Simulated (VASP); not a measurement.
Ti3SiO8: single point with PBE

The system is Ti3SiO8.

```
Si Ti O
1.0
     3.21283   -3.20320    0.00000
     3.21283    3.20320    0.00000
     0.00000    0.00000    5.81563
Si Ti O
1 3 8
Direct
  0.50000 0.50000 0.00000
  0.00000 0.00000 0.75563
  0.50000 0.50000 0.50000
  0.00000 0.00000 0.24437
  0.20824 0.20824 0.00000
  0.79176 0.79176 0.00000
  0.68735 0.31265 0.76997
  0.31265 0.68735 0.76997
  0.19476 0.19476 0.50000
  0.80524 0.80524 0.50000
  0.68735 0.31265 0.23003
  0.31265 0.68735 0.23003
```

```
Program                : VASP 6.6.1
Task                   : single point
Functional             : PBE
Potentials or basis    : VASP PAW PBE potentials, release 64 (Si, Ti_sv, O)
Cutoff                 : 520 eV
k mesh                 : 6 × 6 × 4
Occupations            : fermi-dirac, width 0.02 eV
Spin                   : no spin polarisation
Dipole correction      : no
Further INCAR settings : ALGO = Normal; EDIFF = 1e-07; NBANDS = 56
```

```json
{
 "Pressure": "0.5 GPa",
 "Largest force": "0.054 eV/Å",
 "Band gap on the k mesh": "1.56 eV"
}
```

Forces in eV/Å, atoms in the order of the input:
```
Si   0.000  0.000  0.000
Ti   0.000  0.000  0.000
Ti   0.000  0.000  0.000
Ti   0.000  0.000  0.000
O    0.054  0.000  0.000
O   -0.054  0.000  0.000
O    0.000 -0.010  0.018
O    0.000  0.010  0.018
O    0.023  0.000  0.000
O   -0.023  0.000  0.000
O    0.000 -0.010 -0.018
O    0.000  0.010 -0.018
```

Stress tensor (GPa, compression positive):
```
0.50 0.00 0.00
0.00 0.36 0.00
0.00 0.00 0.77
```

Levels at points of the mesh, in eV from the valence-band top:
| k point | band 40 | band 41 | band 42 | band 43 | band 44 | band 45 | band 46 | band 47 | band 48 | band 49 |
| --- | --- | --- | --- | --- | --- | --- | --- | --- | --- | --- |
| (0.00, 0.00, 0.00) | -1.33 | -0.98 | -0.58 | -0.48 | 0.00 | 1.56 | 1.95 | 2.34 | 2.42 | 2.76 |
| (0.50, 0.00, 0.00) | -1.70 | -1.36 | -1.10 | -0.94 | -0.68 | 1.77 | 1.92 | 2.02 | 2.28 | 2.70 |
| (0.50, 0.50, 0.00) | -1.39 | -1.35 | -1.25 | -0.83 | -0.66 | 1.57 | 2.06 | 2.37 | 2.44 | 2.60 |
| (0.00, 0.00, 0.50) | -1.43 | -1.36 | -1.22 | -0.79 | -0.27 | 2.00 | 2.12 | 2.29 | 2.67 | 2.76 |
| (0.50, 0.00, 0.50) | -1.70 | -1.16 | -0.93 | -0.93 | -0.79 | 2.13 | 2.24 | 2.46 | 2.46 | 2.66 |
| (0.50, 0.50, 0.50) | -1.68 | -1.60 | -1.59 | -1.25 | -1.20 | 2.12 | 2.27 | 2.30 | 2.62 | 2.72 |

It took 3.2 min on 1 thread of Intel(R) Xeon(R) 6975P-C (Granite Rapids) (shared host), peak memory 0.35 GiB.

A k mesh can miss the band edges.
